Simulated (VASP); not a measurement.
# Si (Fd-3m) in VASP: further runs

The runs below take Si through single point, relaxation of cell and atoms, with r2SCAN.

Everything below comes from runs of VASP 6.6.1. Logs are shortened: lines on timing, memory, paths and dates and some standing lists are left out, and cuts for length are marked.

### 1 The cell of the first run

The structure is cubic, space group Fd-3m (No. 227). Conventional cell: a = 5.445 Å, b = 5.445 Å, c = 5.445 Å, α = 90.00°, β = 90.00°, γ = 90.00°. Si (site symmetry -43m) has 4 Si at 2.36 Å within 3.1 Å.

### 2 Single point, r2SCAN

POSCAR

```
Si
1.0
    3.8502881765      0.0000000000      0.0000000000
    1.9251440882      3.3344473727      0.0000000000
    1.9251440882      1.1114824576      3.1437471317
Si
2
Direct
    0.7500000000      0.7500000000      0.7500000000
    0.5000000000      0.5000000000      0.5000000000
```

INCAR.step1

```
SYSTEM = Si
  ALGO = Normal
  EDIFF = 1E-4
  ENCUT = 520
  GGA = PE
  ISMEAR = 1
  LASPH = .True.
  LCHARG = .False.
  LREAL = .False.
  LWAVE = .True.
  NBANDS = 11
  NELM = 60
  PREC = Accurate
  SIGMA = 0.05
```

INCAR.step2

```
SYSTEM = Si
  ALGO = Normal
  EDIFF = 1E-7
  ENCUT = 520
  ISIF = 2
  ISMEAR = 1
  ISTART = 1
  LASPH = .True.
  LCHARG = .False.
  LMIXTAU = .True.
  LREAL = .False.
  LWAVE = .False.
  METAGGA = R2SCAN
  NBANDS = 11
  NELM = 60
  PREC = Accurate
  SIGMA = 0.05
```

KPOINTS

```
k-points
0
Gamma
  6 6 6
  0 0 0
```

Potentials or basis: VASP PAW PBE potentials, release 64 (Si).

Run with:

```
> cat potpaw_PBE.64/Si/POTCAR > POTCAR
> cp INCAR.step1 INCAR
> mpirun -np 1 vasp_std > vasp.out
> cp INCAR.step2 INCAR
> mpirun -np 1 vasp_std > vasp.out
```

OUTCAR:

```text
SYSTEM = Si
   EDIFF = 1E-7
   ENCUT = 520
   ISIF = 2
   ISMEAR = 1
   ISTART = 1
   LASPH = .True.
   LREAL = .False.
   METAGGA = R2SCAN
   NELM = 60
   PREC = Accurate

 ion  position               nearest neighbor table
   1  0.750  0.750  0.750-   2 2.36   2 2.36   2 2.36   2 2.36
   2  0.500  0.500  0.500-   1 2.36   1 2.36   1 2.36   1 2.36

  LATTYP: Found a face centered cubic cell.
 ALAT       =     5.4451297582

  Lattice vectors:

 A1 = (   3.8502881765,   0.0000000000,   0.0000000000)
 A2 = (   1.9251440882,   3.3344473727,   0.0000000000)
 A3 = (   1.9251440882,   1.1114824576,   3.1437471317)

Analysis of symmetry for initial positions (statically):
=====================================================================
 Subroutine PRICEL returns:
 Original cell was already a primitive cell.

 Routine SETGRP: Setting up the symmetry group for a
 face centered cubic supercell.

 Subroutine GETGRP returns: Found 48 space group operations
 (whereof 24 operations were pure point group operations)
 out of a pool of 48 trial point group operations.

The static configuration has the point symmetry T_d .
 The point group associated with its full space group is O_h .

Analysis of symmetry for dynamics (positions and initial velocities):
=====================================================================
 Subroutine PRICEL returns:
 Original cell was already a primitive cell.

 Routine SETGRP: Setting up the symmetry group for a
 face centered cubic supercell.

 Subroutine GETGRP returns: Found 48 space group operations
 (whereof 24 operations were pure point group operations)
 out of a pool of 48 trial point group operations.

The dynamic configuration has the point symmetry T_d .
 The point group associated with its full space group is O_h .

 Subroutine INISYM returns: Found 48 space group operations
 (whereof 24 operations are pure point group operations),
 and found     1 'primitive' translations

----------------------------------------------------------------------------------------

                                     Primitive cell

  volume of cell :      40.3613

  direct lattice vectors                    reciprocal lattice vectors
     3.850288176  0.000000000  0.000000000     0.259720819 -0.149949885 -0.106030581
     1.925144088  3.334447373  0.000000000     0.000000000  0.299899770 -0.106030581
     1.925144088  1.111482458  3.143747132     0.000000000  0.000000000  0.318091742

  length of vectors
     3.850288176  3.850288176  3.850288176     0.318091742  0.318091742  0.318091742

  position of ions in fractional coordinates (direct lattice)
     0.750000000  0.750000000  0.750000000
     0.500000000  0.500000000  0.500000000

  ion indices of the primitive-cell ions
   primitive index   ion index
                 1           1
                 2           2

----------------------------------------------------------------------------------------

 KPOINTS: k-points

Automatic generation of k-mesh.
 Grid dimensions read from file:
 generate k-points for:    6    6    6

 Generating k-lattice:

  Cartesian coordinates                     Fractional coordinates (reciprocal lattice)
     0.043286803 -0.024991647 -0.017671763     0.166666667  0.000000000 -0.000000000
     0.000000000  0.049983295 -0.017671763     0.000000000  0.166666667 -0.000000000
     0.000000000  0.000000000  0.053015290     0.000000000  0.000000000  0.166666667

  Length of vectors
     0.053015290  0.053015290  0.053015290

  Shift w.r.t. Gamma in fractional coordinates (k-lattice)
     0.000000000  0.000000000  0.000000000

 Subroutine IBZKPT returns following result:
 ===========================================

 Found     16 irreducible k-points:

 Following reciprocal coordinates:
            Coordinates               Weight
  0.000000  0.000000  0.000000      1.000000
  0.166667  0.000000  0.000000      8.000000
  0.333333  0.000000  0.000000      8.000000
  0.500000  0.000000  0.000000      4.000000
  0.166667  0.166667 -0.000000      6.000000
  0.333333  0.166667  0.000000     24.000000
[... 8 lines left out ...]
 -0.333333  0.333333  0.166667     24.000000
 -0.333333  0.500000  0.166667     12.000000
   k-points           NKPTS =     16   k-points in BZ     NKDIM =     16   number of bands    NBANDS=     11
   number of dos      NEDOS =    301   number of ions     NIONS =      2
   total plane-waves  NPLWV =  27000
   dimension x,y,z NGX =    30 NGY =   30 NGZ =   30
   dimension x,y,z NGXF=    60 NGYF=   60 NGZF=   60
   ions per type =               2
   NGX,Y,Z   is equivalent  to a cutoff of  12.95, 12.95, 12.95 a.u.
   NGXF,Y,Z  is equivalent  to a cutoff of  25.91, 25.91, 25.91 a.u.
 SYSTEM =  Si
   PREC   = accura    normal or accurate (medium, high low for compatibility)
   ISTART =      1    job   : 0-new  1-cont  2-samecut
   ICHARG =      0    charge: 1-file 2-atom 10-const
   ISPIN  =      1    spin polarized calculation?
   LNONCOLLINEAR =      F non collinear calculations
   LSORBIT =      F    spin-orbit coupling
   LASPH  =      T    aspherical Exc in radial PAW
   ENCUT  =  520.0 eV  38.22 Ry    6.18 a.u.   7.16  7.16  7.16*2*pi/ulx,y,z
   NELM   =     60;   NELMIN=  2; NELMDL=  0     # of ELM steps
   EDIFF  = 0.1E-06   stopping-criterion for ELM
   LREAL  =      F    real-space projection
   EDIFFG = 0.1E-05   stopping-criterion for IOM
   NSW    =      0    number of steps for IOM
   IBRION =     -1    ionic relax: 0-MD 1-quasi-New 2-CG
   NFREE  =      0    steps in history (QN), initial steepest desc. (CG)
   ISIF   =      2    stress and relaxation
   ISYM   =      2    0-nonsym 1-usesym 2-fastsym
   POTIM  = 0.5000    time-step for ionic-motion
   TEBEG  =    0.0;   TEEND  =   0.0 temperature during run
   PSTRESS=    0.0 pullay stress
   NELECT =       8.0000    total number of electrons
   NUPDOWN=      -1.0000    fix difference up-down
   EMIN   =  10.00;   EMAX   =-10.00  energy-range for DOS
   EFERMI =   0.00;   METHOD = LEGACY
   ISMEAR =     1;   SIGMA  =   0.05  broadening in eV -4-tet -1-fermi 0-gaus
   EFERMI_NEDOS =   21; number of points for ismear=-14 and -15
   IALGO  =     38    algorithm
   IMIX   =      4    mixing-type and parameters
     AMIX     =   0.40;   BMIX     =  1.00
     AMIX_MAG =   1.60;   BMIX_MAG =  1.00
  volume/ion in A,a.u.               =      20.18       136.19
  Fermi-wavevector in a.u.,A,eV,Ry     =   0.954516  1.803774 12.396281  0.911101
  Thomas-Fermi vector in A             =   2.083270
   LORBIT       =      0    0 simple, 1 ext, 2 COOP (PROOUT), +10 PAW based schemes
   METAGGA = R2SCAN    functional components
   LHFCALC =     F    Hartree Fock is set to
   AEXX    =    0.0000 exact exchange contribution
   IVDW    =     0    specifies the selected vdW correction
   LEPSILON=     F    determine dielectric tensor
   LRPA    =     F    only Hartree local field effects (RPA)
 non-spin polarized calculation
 Methfessel and Paxton  Order N= 1 SIGMA  =   0.05
  energy-cutoff  :      520.00
  volume of cell :       40.36
 maximum number of plane-waves:      1106
 NGX is ok and might be reduce to    30
   NGX = 15   NGY = 15   NGZ = 15

 number of electron       8.0000001 magnetization

 Free energy of the ion-electron system (eV)
  ---------------------------------------------------
  ext. energy  EPLUGINS =         0.00000000
  ---------------------------------------------------
  free energy    TOTEN  =       -17.52890248 eV

  energy without entropy =      -17.52894274  energy(sigma->0) =      -17.52891590

 E-fermi :   5.7054     XC(G=0):  -9.8199

 val. band max:        5.6632963580   @ k =   0.0000   0.0000   0.0000
 cond. band min:       6.5961155316   @ k =   0.5000   0.5000   0.0000
 fundamental gap:      0.9328191737
 Fermi energy:         5.7053900849

 k-point     1 :       0.0000    0.0000    0.0000
  band No.  band energies     occupation
      1      -6.8067      2.00000
      2       5.6633      2.00000
      3       5.6633      2.00000
      4       5.6633      2.00000
      5       8.4165      0.00000
      6       8.4165      0.00000
      7       8.4165      0.00000
      8       9.5556      0.00000
      9      13.7827      0.00000
     10      13.7827      0.00000
     11      14.3242      0.00000

 k-point     2 :       0.1667    0.0000    0.0000
  band No.  band energies     occupation
      1      -6.4290      2.00000
      2       3.2186      2.00000
      3       5.1904      2.00000
      4       5.1904      2.00000
      5       8.3104      0.00000
      6       9.0987      0.00000
      7       9.0987      0.00000
      8      11.6320      0.00000
      9      13.1564      0.00000
     10      13.1564      0.00000
     11      15.4524      0.00000

 k-point     3 :       0.3333    0.0000    0.0000
  band No.  band energies     occupation
      1      -5.3681      2.00000
      2       0.1385      2.00000
      3       4.6082      2.00000
      4       4.6082      2.00000
      5       7.7421      0.00000
      6       9.4218      0.00000
      7       9.4218      0.00000
      8      14.1212      0.00000
      9      14.1212      0.00000
     10      14.1227      0.00000
     11      15.4775      0.00000
[... 155 lines left out ...]
 k-point    15 :      -0.3333    0.3333    0.1667
  band No.  band energies     occupation
      1      -3.3851      2.00000
      2      -1.4453      2.00000
      3       1.5140      2.00000
      4       2.7924      2.00000
      5       9.3097      0.00000
      6       9.5425      0.00000
      7      12.1873      0.00000
      8      12.6475      0.00000
      9      13.7138      0.00000
     10      17.4439      0.00000
     11      18.3597      0.00000

 k-point    16 :      -0.3333    0.5000    0.1667
  band No.  band energies     occupation
      1      -2.3448      2.00000
      2      -2.3448      2.00000
      3       1.8819      2.00000
      4       1.8819      2.00000
      5       8.6909      0.00000
      6       8.6909      0.00000
      7      12.8942      0.00000
      8      12.8942      0.00000
      9      16.8969      0.00000
     10      16.8969      0.00000
     11      19.3984      0.00000

------------------------ aborting loop because EDIFF is reached ----------------------------------------

  FORCE on cell =-STRESS in cart. coord.  units (eV):
  Direction    XX          YY          ZZ          XY          YZ          ZX
  --------------------------------------------------------------------------------------
  -------------------------------------------------------------------------------------
  Total       -0.0569937     -0.0569937     -0.0569937      0.0000000     -0.0000000      0.0000000
  in kB       -2.2624180     -2.2624180     -2.2624180      0.0000000     -0.0000000      0.0000000
  external PRESSURE =      -2.2624180 kB  Pullay stress =       0.0000000 kB

 VOLUME and BASIS-vectors are now :
 -----------------------------------------------------------------------------
  energy-cutoff  :      520.00
  volume of cell :       40.36
      direct lattice vectors                 reciprocal lattice vectors
     3.850288176  0.000000000  0.000000000     0.259720819 -0.149949885 -0.106030581
     1.925144088  3.334447373  0.000000000     0.000000000  0.299899770 -0.106030581
     1.925144088  1.111482458  3.143747132     0.000000000  0.000000000  0.318091742

 POSITION                                       TOTAL-FORCE (eV/Angst)
 -----------------------------------------------------------------------------------
      5.77543      3.33445      2.35781        -0.000000     -0.000000      0.000000
      3.85029      2.22296      1.57187         0.000000      0.000000     -0.000000
 -----------------------------------------------------------------------------------
    total drift:                               -0.000000     -0.000000      0.000000

  FREE ENERGIE OF THE ION-ELECTRON SYSTEM (eV)
  ---------------------------------------------------
  free  energy   TOTEN  =       -17.5289024751 eV

  energy  without entropy=      -17.5289427384  energy(sigma->0) =      -17.52891590
```

It took 21 s on 1 thread of Intel Xeon Platinum 8488C (Sapphire Rapids), shared host; peak memory 0.16 GiB.

Results:

```yaml
Free_energy: -17.5289 eV
Pressure: -0.2 GPa
Band_gap_on_the_k_mesh: 0.93 eV (least direct gap 2.75 eV)
```

Caveat: the PAW data sets were made with another functional, which shifts forces and pressure a little. A k mesh can miss the band edges.

### 3 Relaxation of cell and atoms, r2SCAN

This run uses another cell than the first one, of 19.98 Å³/atom.

POSCAR

```
Si
1.0
    3.8375530000      0.0000000000      0.0000000000
    1.9187765000      3.3234183864      0.0000000000
    1.9187765000      1.1078061288      3.1333489036
Si
2
Direct
    0.7500000000      0.7500000000      0.7500000000
    0.5000000000      0.5000000000      0.5000000000
```

INCAR.step1

```
ALGO = Normal
EDIFF = 1E-4
ENCUT = 600
GGA = PE
ISMEAR = 1
LASPH = T
LCHARG = F
LREAL = F
LWAVE = T
NELM = 100
PREC = Accurate
SIGMA = 0.05
```

INCAR.step2

```
ALGO = Normal
EDIFF = 1E-6
EDIFFG = -0.03
ENCUT = 600
IBRION = 2
ISIF = 3
ISMEAR = 1
ISTART = 1
LASPH = T
LCHARG = F
LMIXTAU = T
LREAL = F
LWAVE = F
METAGGA = R2SCAN
NELM = 100
NSW = 60
PREC = Accurate
SIGMA = 0.05
```

KPOINTS

```
k-points
0
Gamma
  6 6 6
```

Potentials or basis: VASP PAW PBE potentials, release 64 (Si).

Run with:

```
> cat potpaw_PBE.64/Si/POTCAR > POTCAR
> cp INCAR.step1 INCAR
> mpirun -np 1 vasp_std > vasp.out
> cp INCAR.step2 INCAR
> mpirun -np 1 vasp_std > vasp.out
```

Run time: 36 s. Hardware: 1 thread of Intel Xeon Platinum 8488C (Sapphire Rapids), shared host; peak memory 0.17 GiB.

The run converged. Its results:

```yaml
Free_energy: -17.5286 eV
Relaxed_volume: 20.13 Å³/atom
Relaxed_cell: a = 3.847 Å, b = 3.847 Å, c = 3.847 Å, α = 60.00°, β = 60.00°, γ = 60.00°
Space_group_after_relaxing_to_0.1_Å: Fd-3m (No. 227)
Energy_gained_by_relaxing: 0.4 meV/atom
Ionic_steps: 3
Pressure_after_relaxing: 0.0 GPa
Band_gap_on_the_k_mesh: 0.93 eV (least direct gap 2.75 eV)
```

The path:
```tsv
step	energy change (eV)	largest force (eV/Å)	pressure (GPa)	volume (Å³)
1	0.0000	0.0000	0.76	39.96
2	-0.0003	0.0000	-0.58	40.51
3	-0.0007	0.0000	0.00	40.27
```

Final structure:
```
Si
1.0
     3.84734    0.00000    0.00000
     1.92367    3.33189    0.00000
     1.92367    1.11063    3.14134
Si
2
Cartesian
  5.7710 3.3319 2.3560
  3.8473 2.2213 1.5707
```

Levels at points of the mesh, in eV from the valence-band top:
```
           k point  band 1  band 2  band 3  band 4  band 5  band 6  band 7  band 8
(0.00, 0.00, 0.00)  -12.49    0.00    0.00    0.00    2.75    2.75    2.75    3.92
(0.50, 0.00, 0.00)  -10.05   -7.24   -1.27   -1.27    1.86    3.59    3.59    8.32
(0.50, 0.50, 0.00)   -8.14   -8.14   -3.00   -3.00    0.93    0.93   10.83   10.83
```

Caveat: the PAW data sets were made with another functional, which shifts forces and pressure a little. A k mesh can miss the band edges.
